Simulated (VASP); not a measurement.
Write the native input for VASP 6.6.1 that does the following.

| Property | Result |
| --- | --- |
| Task | single point |
| Functional | PBE |
| Potentials or basis | VASP PAW PBE potentials, release 64 (Zr_sv, Hf_pv, S) |
| Cutoff | 520 eV |
| k mesh | 8 × 8 × 8 |
| Occupations | gaussian, width 0.1 eV |
| Spin | no spin polarisation |
| Dipole correction | no |
| Further INCAR settings | ALGO = Normal; EDIFF = 1e-06; NBANDS = 28 |

The structure of HfZrS3 lies in POSCAR:

```
HfZrS3
1.0
    5.1130695054      0.0000000000      0.0000000000
    0.0000000000      5.1130695054      0.0000000000
    0.0000000000      0.0000000000      4.8977433785
Zr Hf S
1 1 3
Direct
    0.0000000000      0.0000000000      0.5000000000
    0.5000000000      0.5000000000      0.5000000000
    0.0000000000      0.5000000000      0.5000000000
    0.5000000000      0.0000000000      0.5000000000
    0.0000000000      0.0000000000      0.0000000000
```

The cell was built from a structure type or drawn by symmetry, and may not be a known phase.

These files were run (other wordings do the same):

INCAR

```
  PREC = Accurate
  ENCUT = 520
  EDIFF = 1E-6
  ISMEAR = 0
  SIGMA = 0.1
  LREAL = F
  LASPH = T
  NELM = 100
  ALGO = Normal
  ISIF = 2
  LWAVE = F
  LCHARG = F
  GGA = PE
  NBANDS = 28
```

KPOINTS

```
regular mesh
0
Gamma
  8 8 8
```

Potentials or basis: VASP PAW PBE potentials, release 64 (Zr_sv, Hf_pv, S).

Launch:

```console
$ cat potpaw_PBE.64/Zr_sv/POTCAR potpaw_PBE.64/Hf_pv/POTCAR potpaw_PBE.64/S/POTCAR > POTCAR
$ mpirun -np 1 vasp_std > vasp.out
```

Results of the run:

- Pressure: -0.2 GPa
- Band gap on the k mesh: zero (bands 20 and 21 overlap by 1.71 eV)

Caveat: spin-orbit coupling is left out, which moves the levels of the heavy elements.

It took 100 s on 1 thread of Intel(R) Xeon(R) 6975P-C (Granite Rapids) (shared host), peak memory 0.41 GiB.
